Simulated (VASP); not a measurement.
# TiC3: relaxation of cell and atoms with r2SCAN

Crystal: TiC3.

```
CELL_PARAMETERS angstrom
3.31397 0.00000 0.00000
0.00000 3.31397 0.00000
0.00000 0.00000 3.31397
ATOMIC_POSITIONS crystal
Ti 0.00000 0.00000 0.00000
C 0.00000 0.50000 0.50000
C 0.50000 0.00000 0.50000
C 0.50000 0.50000 0.00000
```

- Program: VASP 6.6.1
- Task: relaxation of cell and atoms
- Functional: r2SCAN
- Potentials or basis: VASP PAW PBE potentials, release 64 (Ti_sv, C)
- Cutoff: 600 eV
- k mesh: 6 × 6 × 6
- Occupations: gaussian, width 0.1 eV
- Spin: no spin polarisation
- Dipole correction: no
- Further INCAR settings: ALGO = Normal; EDIFF = 1e-07; IBRION = 2; EDIFFG = -0.04; NSW = 90; ISIF = 3

| Item | Value |
| --- | --- |
| Relaxed volume | 8.23 Å³/atom |
| Relaxed cell | a = 3.205 Å, b = 3.205 Å, c = 3.205 Å, α = 90.00°, β = 90.00°, γ = 90.00° |
| Space group after relaxing (to 0.1 Å) | Pm-3m (No. 221) |
| Energy gained by relaxing | 53.4 meV/atom |
| Ionic steps | 3 |
| Pressure after relaxing | -0.1 GPa |
| Band gap on the k mesh | zero (bands 12 and 13 overlap by 3.34 eV) |

Step by step:
```csv
step,energy change (eV),largest force (eV/Å),pressure (GPa),volume (Å³)
1,0.0000,0.0000,-18.07,36.40
2,-0.1512,0.0000,12.66,31.25
3,-0.2137,0.0000,-0.08,32.92
```

Final structure:
```
Ti C
1.0
     3.20483    0.00000    0.00000
     0.00000    3.20483    0.00000
     0.00000    0.00000    3.20483
Ti C
1 3
Direct
  0.00000 0.00000 0.00000
  0.00000 0.50000 0.50000
  0.50000 0.00000 0.50000
  0.50000 0.50000 0.00000
```

Levels at points of the mesh, in eV from the Fermi level:
```csv
k point,band 10,band 11,band 12,band 13,band 14,band 15
"(0.00, 0.00, 0.00)",-5.49,0.88,0.88,0.88,0.99,0.99
"(0.50, 0.00, 0.00)",-4.62,-1.33,-1.33,0.05,1.08,1.09
"(0.50, 0.50, 0.00)",-3.90,-1.44,-0.76,0.24,0.24,1.12
"(0.50, 0.50, 0.50)",-6.36,-6.36,2.07,2.07,3.45,3.45
```

Wall time 6.3 min on 1 thread of Intel Xeon 8259CL, on a shared host, peak memory 0.18 GiB.

Caveat: the PAW data sets were made with another functional, which shifts forces and pressure a little.
